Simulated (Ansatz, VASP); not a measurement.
## Two plane-wave programs on Pd

The input INCAR:

```
SYSTEM = Pd
PREC     = Accurate       ! precision mode
ENCUT    = 520            ! plane-wave cutoff, eV
EDIFF    = 1E-6           ! SCF threshold, eV
ISMEAR   = -1             ! smearing method
SIGMA    = 0.05           ! smearing width, eV
LREAL    = .False.        ! projectors in reciprocal space
LASPH    = .True.         ! aspherical terms in the spheres
NELM     = 80             ! most SCF steps
ALGO     = Fast           ! electronic algorithm
ISIF     = 2              ! what is computed and relaxed
LWAVE    = .False.        ! write WAVECAR
LCHARG   = .False.        ! write CHGCAR
GGA      = PE             ! functional
NBANDS   = 28             ! bands
```

The input KPOINTS:

```
Automatic mesh
0
Gamma
  11 11 3
  0 0 0
```

Contents of POSCAR:

```
Pd
1.0
    2.7989153337      0.0000000000      0.0000000000
   -1.3994576669      2.4239317820      0.0000000000
    0.0000000000      0.0000000000      9.2383867200
Pd
4
Direct
    0.6666666667      0.3333333333      0.7500000000
    0.0000000000      0.0000000000      0.5000000000
    0.3333333333      0.6666666667      0.2500000000
    0.0000000000      0.0000000000      0.0000000000
```

File input.yaml:

```yaml
crystal:
  lattice:
    - [2.7989153337, 0.0, 0.0]
    - [-1.3994576669, 2.423931782, 0.0]
    - [0.0, 0.0, 9.23838672]
  atoms:
    - { symbol: Pd, position: [0.6666666667, 0.3333333333, 0.75] }
    - { symbol: Pd, position: [0.0, 0.0, 0.5] }
    - { symbol: Pd, position: [0.3333333333, 0.6666666667, 0.25] }
    - { symbol: Pd, position: [0.0, 0.0, 0.0] }
hamiltonian:
  xc: pbe
  pseudopotentials: { kind: paw }
kpoints:
  mp_grid: { grid: [11, 11, 3] }
scf:
  occupations: { method: fermi_dirac, width: 0.05 }
output:
  forces: true
  stress: true
  eigenvalues: true
```

Alike in both runs: task single point; functional PBE; k mesh 11 × 11 × 3; occupations fermi-dirac, width 0.05 eV; no spin polarisation.

|  | VASP | Ansatz |
| --- | --- | --- |
| version | VASP 6.6.1 | Ansatz 0.2.0 |
| potentials or method | VASP PAW PBE potentials, release 64 (Pd) | Ansatz PAW |
| plane-wave cutoff (eV) | 520 | 420 |
| valence electrons in the cell | 40 | 72 |

Ansatz gave:

- gap on the k mesh at the Fermi level (eV): none
- pressure (GPa): -3.1
- traceless stress, the component that is largest in VASP (GPa): -0.25

Question: Which values does VASP return?

Answer: gap on the k mesh at the Fermi level (eV): none; pressure (GPa): -3.3; traceless stress, the component that is largest in VASP (GPa): -0.29.

A gap of «none» marks a metal or a gap that the smearing closes. VASP's potentials hold 40 valence electrons a cell and Ansatz's 72, so a difference there can come from the potentials and not from the codes.
